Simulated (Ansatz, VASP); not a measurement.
## Two plane-wave programs on Co

```
Co
1.0
    15.00000    0.00000    0.00000
     0.00000   15.50000    0.00000
     0.00000    0.00000   16.00000
Co
1
Direct
  0.50000 0.50000 0.50000
```

Alike in both runs: task single point; functional PBEsol; k mesh 1 × 1 × 1; occupations gaussian, width 0.005 eV; collinear spin.

```csv
,VASP,Ansatz
version,VASP 6.6.1,Ansatz 0.2.0
potentials or method,"VASP PAW PBE potentials, release 64 (Co), cutoff 520 eV","scalar-relativistic, plane waves, PAW"
valence electrons in the cell,9,17
```

|  | VASP | Ansatz | Ansatz less VASP |
| --- | --- | --- | --- |
| gap on the k mesh at the Fermi level (eV) | 0.28 | 0.33 | +0.050 |
| net moment per atom (μB) | 3.00 | 3.00 | 0.000 |
| size of the moment on the site where the two differ most (μB) | 2.42 | 3.00 | +0.575 |

VASP's potentials were made for PBE, not for PBEsol. Site moments also hang on the region over which each program counts them. VASP's potentials hold 9 valence electrons a cell and Ansatz's 17, so a difference there can come from the potentials and not from the codes.
